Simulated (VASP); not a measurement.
Input of a VASP 6.6.1 run:

Contents of INCAR:

```
PREC = Accurate
ENCUT = 520
EDIFF = 1E-7
ISMEAR = 0
SIGMA = 0.01
LREAL = Auto
LASPH = T
NELM = 80
ALGO = Normal
ISIF = 2
LWAVE = F
LCHARG = T
GGA = PE
LELF = T
LVHAR = T
NBANDS = 87
```

Contents of KPOINTS:

```
Automatic mesh
0
Gamma
  1 1 1
```

The input POSCAR:

```
LiH
1.0
    0.0000000000      6.0106500781     -6.0106500781
    6.0106500781      6.0106500781      0.0000000000
    6.0106500781      0.0000000000     -6.0106500781
Li H
27 27
Direct
    0.6666666667      0.3333333333      0.3333333333
    0.6666666667      0.6666666667      0.3333333333
    0.6666666667      1.0000000000      0.3333333333
    0.3333333333      0.3333333333      0.3333333333
    0.3333333333      0.6666666667      0.3333333333
    0.3333333333      0.0000000000      0.3333333333
    1.0000000000      0.3333333333      0.3333333333
    1.0000000000      0.6666666667      0.3333333333
    1.0000000000      0.0000000000      0.3333333333
    0.6666666667      0.3333333333      0.0000000000
    0.6666666667      0.6666666667      0.0000000000
    0.6666666667      0.0000000000      0.0000000000
    0.3333333333      0.3333333333      0.0000000000
    0.3333333333      0.6666666667      0.0000000000
    0.3333333333      0.0000000000      0.0000000000
    1.0000000000      0.3333333333      0.0000000000
    1.0000000000      0.6666666667      0.0000000000
    1.0000000000      0.0000000000      0.0000000000
    0.6666666667      0.3333333333      0.6666666667
    0.6666666667      0.6666666667      0.6666666667
    0.6666666667      0.0000000000      0.6666666667
    0.3333333333      0.3333333333      0.6666666667
    0.3333333333      0.6666666667      0.6666666667
    0.3333333333      0.0000000000      0.6666666667
    1.0000000000      0.3333333333      0.6666666667
    1.0000000000      0.6666666667      0.6666666667
    1.0000000000      0.0000000000      0.6666666667
    0.5000000000      0.5000000000      0.5000000000
    0.5000000000      0.8333333333      0.5000000000
    0.5000000000      0.1666666667      0.5000000000
    0.1666666667      0.5000000000      0.5000000000
    0.1666666667      0.8333333333      0.5000000000
    0.1666666667      0.1666666667      0.5000000000
    0.8333333333      0.5000000000      0.5000000000
    0.8333333333      0.8333333333      0.5000000000
    0.8333333333      0.1666666667      0.5000000000
    0.5000000000      0.5000000000      0.1666666667
    0.5000000000      0.8333333333      0.1666666667
    0.5000000000      0.1666666667      0.1666666667
    0.1666666667      0.5000000000      0.1666666667
    0.1666666667      0.8333333333      0.1666666667
    0.1666666667      0.1666666667      0.1666666667
    0.8333333333      0.5000000000      0.1666666667
    0.8333333333      0.8333333333      0.1666666667
    0.8333333333      0.1666666667      0.1666666667
    0.5000000000      0.5000000000      0.8333333333
    0.5000000000      0.8333333333      0.8333333333
    0.5000000000      0.1666666667      0.8333333333
    0.1666666667      0.5000000000      0.8333333333
    0.1666666667      0.8333333333      0.8333333333
    0.1666666667      0.1666666667      0.8333333333
    0.8333333333      0.5000000000      0.8333333333
    0.8333333333      0.8333333333      0.8333333333
    0.8333333333      0.1666666667      0.8333333333
```

Potentials or basis: VASP PAW PBE potentials, release 64 (Li_sv, H).

Command:

```bash
$ cat potpaw_PBE.64/Li_sv/POTCAR potpaw_PBE.64/H/POTCAR > POTCAR
$ mpirun -np 1 vasp_gam > vasp.out
```

(1) Predict the band gap on the k mesh.

Results:

(1) 6.12 eV.

Caveat: the k points lie up to 0.91 Å⁻¹ apart; an odd mesh through Γ misses points on the zone boundary, where band edges can lie.
